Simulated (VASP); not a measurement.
Crystal: Sb.

```xyz
1
Lattice="3.2598 0.0000 0.0000 1.6299 2.8230 0.0000 1.6299 0.9410 2.6616" Properties=species:S:1:pos:R:3 pbc="T T T"
Sb    0.0000    0.0000    0.0000
```

| Property | Result |
| --- | --- |
| Program | VASP 6.6.1 |
| Task | relaxation of cell and atoms |
| Functional | PBEsol |
| Potentials or basis | VASP PAW PBE potentials, release 64 (Sb) |
| Cutoff | 600 eV |
| k mesh | 17 × 17 × 17 |
| Occupations | methfessel-paxton, width 0.05 eV |
| Spin | no spin polarisation |

At the start: pressure 5.5 GPa; volume 24.49 Å³/atom.

Q: Where does the relaxation end?

A: Over 3 steps the energy falls by 28.1 meV/atom and the volume is 26.23 Å³/atom (+7.1 %); space group Fm-3m (No. 225, to 0.05 Å).

The path:
```tsv
step	energy change (eV)	largest force (eV/Å)	pressure (GPa)	volume (Å³)
1	0.0000	0.0000	5.48	24.49
2	-0.0140	0.0000	-3.17	27.58
3	-0.0281	0.0000	-0.02	26.23
```

Final structure:
```cif
data_structure
_symmetry_space_group_name_H-M 'P 1'
_symmetry_Int_Tables_number 1
_cell_length_a 3.3353
_cell_length_b 3.3353
_cell_length_c 3.3353
_cell_angle_alpha 60.000
_cell_angle_beta 60.000
_cell_angle_gamma 60.000
_cell_volume 26.23
loop_
_atom_site_label
_atom_site_type_symbol
_atom_site_fract_x
_atom_site_fract_y
_atom_site_fract_z
_atom_site_occupancy
Sb1 Sb 0.00000 0.00000 0.00000 1
```

Caveat: the PAW data sets were made with another functional, which shifts forces and pressure a little.
